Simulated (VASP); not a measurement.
A run of VASP 6.6.1:

The input INCAR:

```
SYSTEM = Os
PREC = Accurate ; ENCUT = 600
EDIFF = 1E-6 ; ISMEAR = 0
SIGMA = 0.05 ; LREAL = .False.
LASPH = .True. ; NELM = 120
ALGO = Normal ; ISIF = 2
LWAVE = .False. ; LCHARG = .False.
GGA = PS ; NBANDS = 10
GGA_COMPAT = .False.
```

The input KPOINTS:

```
Automatic mesh
0
Gamma
  11 11 11
  0 0 0
```

Contents of POSCAR:

```
Os
1.0
    0.0000000000      1.9105089928      1.9105089928
    1.9105089928      0.0000000000      1.9105089928
    1.9105089928      1.9105089928      0.0000000000
Os
1
Direct
    0.0000000000      0.0000000000      0.0000000000
```

Potentials or basis: VASP PAW PBE potentials, release 64 (Os).

The run is started by

```console
$ cat potpaw_PBE.64/Os/POTCAR > POTCAR
$ mpirun -np 1 vasp_std > vasp.out
```

Hardware: 1 thread of Intel(R) Xeon(R) 6975P-C (Granite Rapids), with other jobs on the host.

Question: How long does it take, and how much memory?

Answer: It took 4.7 s on 1 thread of Intel(R) Xeon(R) 6975P-C (Granite Rapids) (shared host), peak memory 0.14 GiB. Counts: scf iterations 12, k points 56.
